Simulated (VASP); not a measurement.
Wanted: the native input for a VASP 6.6.1 run.

```yaml
Task: single point
Functional: PBE
Dispersion: D3(BJ)
Potentials_or_basis: VASP PAW PBE potentials, release 64 (C)
Cutoff: 520 eV
k_mesh: 15 × 15 × 15
Occupations: gaussian, width 0.05 eV
Spin: no spin polarisation
Dipole_correction: no
Further_INCAR_settings: ALGO = Normal; EDIFF = 1e-07; NBANDS = 11
```

The structure of C lies in POSCAR:

```
C
1.0
    1.2016860064      0.6937937393      3.2773531398
   -1.2016860064      0.6937937393      3.2773531398
    0.0000000000     -1.3875874786      3.2773531398
C
2
Direct
    0.1703638699      0.1703638699      0.1703638699
    0.8296361301      0.8296361301      0.8296361301
```

These files were run (other wordings do the same):

INCAR

```
PREC = Accurate
ENCUT = 520
EDIFF = 1E-7
ISMEAR = 0
SIGMA = 0.05
LREAL = False
LASPH = True
NELM = 100
ALGO = Normal
ISIF = 2
LWAVE = False
LCHARG = False
GGA = PE
IVDW = 12
NBANDS = 11
```

KPOINTS

```
Automatic mesh
0
Gamma
  15 15 15
```

Potentials or basis: VASP PAW PBE potentials, release 64 (C).

Run with:

```console
$ cat potpaw_PBE.64/C/POTCAR > POTCAR
$ mpirun -np 1 vasp_std > vasp.out
```

Results of the run:

The pressure is 26.0 GPa, the largest force is 1.202 eV/Å and the band gap on the k mesh is 0.60 eV, direct. The dispersion energy per atom is -0.159 eV.

Caveat: forces of over 1 eV/Å act on the atoms, so gaps and moduli don't describe the material at rest.

Wall time 77 s on 1 thread of Intel(R) Xeon(R) Platinum 8488C (Sapphire Rapids) (shared host), peak memory 0.19 GiB.
